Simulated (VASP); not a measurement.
# MoS2 in VASP: settings compared, part 2 of 2

VASP 6.6.1. The steps go on from the part before.

### Step 6. Single point, PBEsol

This run uses another cell than the first one.

INCAR

```
SYSTEM = MoS2
PREC = Accurate ; ENCUT = 520
EDIFF = 1E-7 ; ISMEAR = -1
SIGMA = 0.05 ; LREAL = .FALSE.
LASPH = .TRUE. ; NELM = 80
ALGO = Normal ; ISIF = 2
LWAVE = .FALSE. ; LCHARG = .TRUE.
GGA = PS ; LELF = .TRUE.
LVHAR = .TRUE. ; NBANDS = 64
```

KPOINTS

```
Automatic mesh
0
G
  10 10 1
  0 0 0
```

POSCAR

```
MoS2
1.0
    3.2461606635      0.0000000000      0.0000000000
   -1.6230803317      2.8112575993      0.0000000000
    0.0000000000      0.0000000000     35.1554736616
Mo S
4 8
Direct
    0.3333333333      0.6666666667      0.0935556300
    0.3333333333      0.6666666667      0.7209030300
    0.6666666667      0.3333333333      0.2790969700
    0.6666666667      0.3333333333      0.9064443700
    0.6666666667      0.3333333333      0.0485463000
    0.6666666667      0.3333333333      0.6759117500
    0.3333333333      0.6666666667      0.2340896600
    0.3333333333      0.6666666667      0.8614313100
    0.6666666667      0.3333333333      0.1385686900
    0.6666666667      0.3333333333      0.7659103400
    0.3333333333      0.6666666667      0.3240882500
    0.3333333333      0.6666666667      0.9514537000
```

Potentials or basis: VASP PAW PBE potentials, release 64 (Mo_sv, S).

Started as:

```bash
$ cat potpaw_PBE.64/Mo_sv/POTCAR potpaw_PBE.64/S/POTCAR > POTCAR
$ mpirun -np 1 vasp_std > vasp.out
```

OUTCAR:

```text
SYSTEM = MoS2
   PREC = Accurate
   ENCUT = 520
   EDIFF = 1E-7
   ISMEAR = -1
   LREAL = .FALSE.
   LASPH = .TRUE.
   NELM = 80
   ISIF = 2
   GGA = PS

 ion  position               nearest neighbor table
   1  0.333  0.667  0.094-   5 2.45   5 2.45   5 2.45   9 2.45   9 2.45   9 2.45
   2  0.333  0.667  0.721-   6 2.45   6 2.45   6 2.45  10 2.45  10 2.45  10 2.45
   3  0.667  0.333  0.279-  11 2.45  11 2.45  11 2.45   7 2.45   7 2.45   7 2.45
   4  0.667  0.333  0.906-  12 2.45  12 2.45  12 2.45   8 2.45   8 2.45   8 2.45
   5  0.667  0.333  0.049-   1 2.45   1 2.45   1 2.45
   6  0.667  0.333  0.676-   2 2.45   2 2.45   2 2.45
   7  0.333  0.667  0.234-   3 2.45   3 2.45   3 2.45
   8  0.333  0.667  0.861-   4 2.45   4 2.45   4 2.45
   9  0.667  0.333  0.139-   1 2.45   1 2.45   1 2.45
  10  0.667  0.333  0.766-   2 2.45   2 2.45   2 2.45
  11  0.333  0.667  0.324-   3 2.45   3 2.45   3 2.45
  12  0.333  0.667  0.951-   4 2.45   4 2.45   4 2.45

  LATTYP: Found a hexagonal cell.
 ALAT       =     3.2461606635
 C/A-ratio  =    10.8298625071

  Lattice vectors:

 A1 = (   3.2461606635,   0.0000000000,   0.0000000000)
 A2 = (  -1.6230803317,   2.8112575993,   0.0000000000)
 A3 = (   0.0000000000,   0.0000000000,  35.1554736616)

Analysis of symmetry for initial positions (statically):
=====================================================================
 Subroutine PRICEL returns:
 Original cell was already a primitive cell.

 Routine SETGRP: Setting up the symmetry group for a
 hexagonal supercell.

 Subroutine GETGRP returns: Found 12 space group operations
 (whereof 12 operations were pure point group operations)
 out of a pool of 24 trial point group operations.

The static configuration has the point symmetry D_3d.

Analysis of symmetry for dynamics (positions and initial velocities):
=====================================================================
 Subroutine PRICEL returns:
 Original cell was already a primitive cell.

 Routine SETGRP: Setting up the symmetry group for a
 hexagonal supercell.

 Subroutine GETGRP returns: Found 12 space group operations
 (whereof 12 operations were pure point group operations)
 out of a pool of 24 trial point group operations.

The dynamic configuration has the point symmetry D_3d.

 Subroutine INISYM returns: Found 12 space group operations
 (whereof 12 operations are pure point group operations),
 and found     1 'primitive' translations

----------------------------------------------------------------------------------------

                                     Primitive cell

  volume of cell :     320.8216

  direct lattice vectors                    reciprocal lattice vectors
     3.246160663  0.000000000  0.000000000     0.308056225  0.177856344  0.000000000
    -1.623080332  2.811257599  0.000000000     0.000000000  0.355712689  0.000000000
     0.000000000  0.000000000 35.155473662     0.000000000  0.000000000  0.028445073

  length of vectors
     3.246160663  3.246160663 35.155473662     0.355712689  0.355712689  0.028445073

  position of ions in fractional coordinates (direct lattice)
     0.333333333  0.666666667  0.093555630
     0.333333333  0.666666667  0.720903030
[... 68 lines left out ...]
   k-points           NKPTS =     14   k-points in BZ     NKDIM =     14   number of bands    NBANDS=     64
   number of dos      NEDOS =    301   number of ions     NIONS =     12
   total plane-waves  NPLWV = 155520
   dimension x,y,z NGX =    24 NGY =   24 NGZ =  270
   dimension x,y,z NGXF=    48 NGYF=   48 NGZF=  540
   ions per type =               4   8
   NGX,Y,Z   is equivalent  to a cutoff of  12.29, 12.29, 12.77 a.u.
   NGXF,Y,Z  is equivalent  to a cutoff of  24.58, 24.58, 25.54 a.u.
 SYSTEM =  MoS2
   PREC   = accura    normal or accurate (medium, high low for compatibility)
   ISTART =      0    job   : 0-new  1-cont  2-samecut
   ICHARG =      2    charge: 1-file 2-atom 10-const
   ISPIN  =      1    spin polarized calculation?
   LNONCOLLINEAR =      F non collinear calculations
   LSORBIT =      F    spin-orbit coupling
   LASPH  =      T    aspherical Exc in radial PAW
   ENCUT  =  520.0 eV  38.22 Ry    6.18 a.u.   6.04  6.04 65.37*2*pi/ulx,y,z
   NELM   =     80;   NELMIN=  2; NELMDL= -5     # of ELM steps
   EDIFF  = 0.1E-06   stopping-criterion for ELM
   LREAL  =      F    real-space projection
   EDIFFG = 0.1E-05   stopping-criterion for IOM
   NSW    =      0    number of steps for IOM
   IBRION =     -1    ionic relax: 0-MD 1-quasi-New 2-CG
   NFREE  =      0    steps in history (QN), initial steepest desc. (CG)
   ISIF   =      2    stress and relaxation
   ISYM   =      2    0-nonsym 1-usesym 2-fastsym
   POTIM  = 0.5000    time-step for ionic-motion
   TEBEG  =    0.0;   TEEND  =   0.0 temperature during run
   PSTRESS=    0.0 pullay stress
   NELECT =     104.0000    total number of electrons
   NUPDOWN=      -1.0000    fix difference up-down
   EMIN   =  10.00;   EMAX   =-10.00  energy-range for DOS
   EFERMI =   0.00;   METHOD = LEGACY
   ISMEAR =    -1;   SIGMA  =   0.05  broadening in eV -4-tet -1-fermi 0-gaus
   EFERMI_NEDOS =   21; number of points for ismear=-14 and -15
   IALGO  =     38    algorithm
   IMIX   =      4    mixing-type and parameters
     AMIX     =   0.40;   BMIX     =  1.00
     AMIX_MAG =   1.60;   BMIX_MAG =  1.00
  volume/ion in A,a.u.               =      26.74       180.42
  Fermi-wavevector in a.u.,A,eV,Ry     =   1.124600  2.125186 17.207630  1.264725
  Thomas-Fermi vector in A             =   2.261273
   LORBIT       =      0    0 simple, 1 ext, 2 COOP (PROOUT), +10 PAW based schemes
   GGA     = PS    functional components
   LHFCALC =     F    Hartree Fock is set to
   AEXX    =    0.0000 exact exchange contribution
   IVDW    =     0    specifies the selected vdW correction
   LEPSILON=     F    determine dielectric tensor
   LRPA    =     F    only Hartree local field effects (RPA)
 non-spin polarized calculation
  energy-cutoff  :      520.00
  volume of cell :      320.82
 maximum number of plane-waves:      8740
   NGX = 13   NGY = 13   NGZ =131

 number of electron     104.0000012 magnetization

 Free energy of the ion-electron system (eV)
  ---------------------------------------------------
  ext. energy  EPLUGINS =         0.00000000
  ---------------------------------------------------
  free energy    TOTEN  =       -93.14754182 eV

  energy without entropy =      -93.14754076  energy(sigma->0) =      -93.14754129

 E-fermi :   3.5104     XC(G=0):  -7.9324

 val. band max:        2.9952052056   @ k =   0.0000   0.0000   0.0000
 cond. band min:       4.1762545131   @ k =   0.3000   0.3000   0.0000
 fundamental gap:      1.1810493074
 Fermi energy:         3.5104369367

 k-point     1 :       0.0000    0.0000    0.0000
  band No.  band energies     occupation
      1     -58.3045      2.00000
      2     -58.3045      2.00000
      3     -58.3044      2.00000
      4     -58.3044      2.00000
      5     -32.4315      2.00000
      6     -32.4315      2.00000
[... 927 lines left out ...]
     63       5.7463      0.00000
     64       5.7803      0.00000

------------------------ aborting loop because EDIFF is reached ----------------------------------------

  FORCE on cell =-STRESS in cart. coord.  units (eV):
  Direction    XX          YY          ZZ          XY          YZ          ZX
  --------------------------------------------------------------------------------------
  -------------------------------------------------------------------------------------
  Total      -15.7116330    -15.7116330    -13.2777011     -0.0000000      0.0000000      0.0000000
  in kB      -78.4636128    -78.4636128    -66.3086006     -0.0000000      0.0000000      0.0000000
  external PRESSURE =     -74.4119421 kB  Pullay stress =       0.0000000 kB

 VOLUME and BASIS-vectors are now :
 -----------------------------------------------------------------------------
  energy-cutoff  :      520.00
  volume of cell :      320.82
      direct lattice vectors                 reciprocal lattice vectors
     3.246160663  0.000000000  0.000000000     0.308056225  0.177856344  0.000000000
    -1.623080332  2.811257599  0.000000000     0.000000000  0.355712689  0.000000000
     0.000000000  0.000000000 35.155473662     0.000000000  0.000000000  0.028445073

 POSITION                                       TOTAL-FORCE (eV/Angst)
 -----------------------------------------------------------------------------------
     -0.00000      1.87417      3.28899         0.000000     -0.000000     -0.000398
     -0.00000      1.87417     25.34369         0.000000      0.000000     -0.004099
      1.62308      0.93709      9.81179        -0.000000      0.000000      0.004099
      1.62308      0.93709     31.86648        -0.000000      0.000000      0.000398
      1.62308      0.93709      1.70667        -0.000000     -0.000000      0.992490
      1.62308      0.93709     23.76200        -0.000000     -0.000000      1.019813
     -0.00000      1.87417      8.22953         0.000000      0.000000      0.988703
     -0.00000      1.87417     30.28403        -0.000000      0.000000      0.993874
      1.62308      0.93709      4.87145         0.000000     -0.000000     -0.993874
      1.62308      0.93709     26.92594        -0.000000      0.000000     -0.988703
     -0.00000      1.87417     11.39348        -0.000000      0.000000     -1.019813
     -0.00000      1.87417     33.44881         0.000000      0.000000     -0.992490
 -----------------------------------------------------------------------------------
    total drift:                                0.000000      0.000000      0.000000

  FREE ENERGIE OF THE ION-ELECTRON SYSTEM (eV)
  ---------------------------------------------------
  free  energy   TOTEN  =       -93.1475418225 eV

  energy  without entropy=      -93.1475407632  energy(sigma->0) =      -93.14754129
```

It took 14 min on 1 thread of Intel Xeon 8259CL, shared host; peak memory 0.52 GiB.

Results:

| Item | Value |
| --- | --- |
| Free energy | -93.1475 eV |
| Largest force | 1.020 eV/Å |
| Band gap on the k mesh | 1.18 eV (least direct gap 1.73 eV) |

Forces in eV/Å, atoms in the order of the input:
```
Mo   0.000  0.000  0.000
Mo   0.000  0.000 -0.004
Mo   0.000  0.000  0.004
Mo   0.000  0.000  0.000
S    0.000  0.000  0.992
S    0.000  0.000  1.020
S    0.000  0.000  0.989
S    0.000  0.000  0.994
S    0.000  0.000 -0.994
S    0.000  0.000 -0.989
S    0.000  0.000 -1.020
S    0.000  0.000 -0.992
```

Caveat: the PAW data sets were made with another functional, which shifts forces and pressure a little.

### Step 7. The runs side by side

```csv
level,cell,gap on the mesh (eV),largest force (eV/Å)
r2SCAN,"a = 3.184, b = 3.184, c = 34.479 Å, angles 90.0, 90.0, 120.0°, 12 atoms",1.33,0.02
PBEsol,"a = 3.184, b = 3.184, c = 34.479 Å, angles 90.0, 90.0, 120.0°, 12 atoms",1.23,0.14
PBEsol,"a = 3.205, b = 3.205, c = 34.708 Å, angles 90.0, 90.0, 120.0°, 12 atoms",1.22,0.46
PBEsol,"a = 3.226, b = 3.226, c = 34.933 Å, angles 90.0, 90.0, 120.0°, 12 atoms",1.20,0.75
PBEsol,"a = 3.246, b = 3.246, c = 35.155 Å, angles 90.0, 90.0, 120.0°, 12 atoms",1.18,1.02
```

Alike in all rows: task single point; potentials or basis VASP PAW PBE potentials, release 64 (Mo_sv, S); no spin polarisation; k mesh 10 × 10 × 1; cutoff (eV) 520; smearing fermi-dirac 0.05 eV.

Caveats: the PAW data sets were made with another functional, which shifts forces and pressure a little.

Absolute energies hang on the potentials; compare differences alone.
